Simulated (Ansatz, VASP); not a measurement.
**Mo: VASP beside Ansatz**

Contents of INCAR:

```
SYSTEM = Mo
PREC = Accurate
ENCUT = 520
EDIFF = 1E-6
ISMEAR = 0
SIGMA = 0.15
LREAL = .FALSE.
LASPH = .TRUE.
NELM = 60
ALGO = Fast
ISIF = 2
LWAVE = .FALSE.
LCHARG = .FALSE.
GGA = PS
NBANDS = 13
```

Contents of KPOINTS:

```
regular mesh
0
G
  26 26 26
  0 0 0
```

File POSCAR:

```
Mo
1.0
   -1.5646534271      1.6115930299      1.5646534271
    1.5646534271     -1.6115930299      1.5646534271
    1.5646534271      1.6115930299     -1.5646534271
Mo
1
Direct
    0.0000000000      0.0000000000      0.0000000000
```

Input for Ansatz:

```yaml
crystal:
  lattice:
    - [-1.5646534271, 1.6115930299, 1.5646534271]
    - [1.5646534271, -1.6115930299, 1.5646534271]
    - [1.5646534271, 1.6115930299, -1.5646534271]
  atoms:
    - { symbol: Mo, position: [0.0, 0.0, 0.0] }
basis:
  ecutwfc: 420
kpoints:
  mp_grid: { grid: [26, 26, 26] }
hamiltonian:
  xc: pbesol
scf:
  occupations: { method: gaussian, width: 0.15 }
output:
  forces: true
  stress: true
  eigenvalues: true
```

Change from the starting cell: strain +0.0300 x Voigt [0, 1, 0, 0, 0, 0], atoms carried along.

Alike in both runs: task single point; functional PBEsol; k mesh 26 × 26 × 26; occupations gaussian, width 0.15 eV; no spin polarisation.

```csv
,VASP,Ansatz
version,VASP 6.6.1,Ansatz 0.2.0
potentials or method,"VASP PAW PBE potentials, release 64 (Mo_sv), cutoff 520 eV","scalar-relativistic, plane waves, PAW"
valence electrons in the cell,14,14
```

Ansatz gave:

| Item | Value |
| --- | --- |
| gap on the k mesh at the Fermi level (eV) | none |
| pressure (GPa) | -7.6 |
| traceless stress, the component that is largest in VASP (GPa) | -5.88 |

Estimate VASP's values.

gap on the k mesh at the Fermi level (eV): none; pressure (GPa): -7.1; traceless stress, the component that is largest in VASP (GPa): -5.88.

VASP's potentials were made for PBE, not for PBEsol. A gap of «none» marks a metal or a gap that the smearing closes.
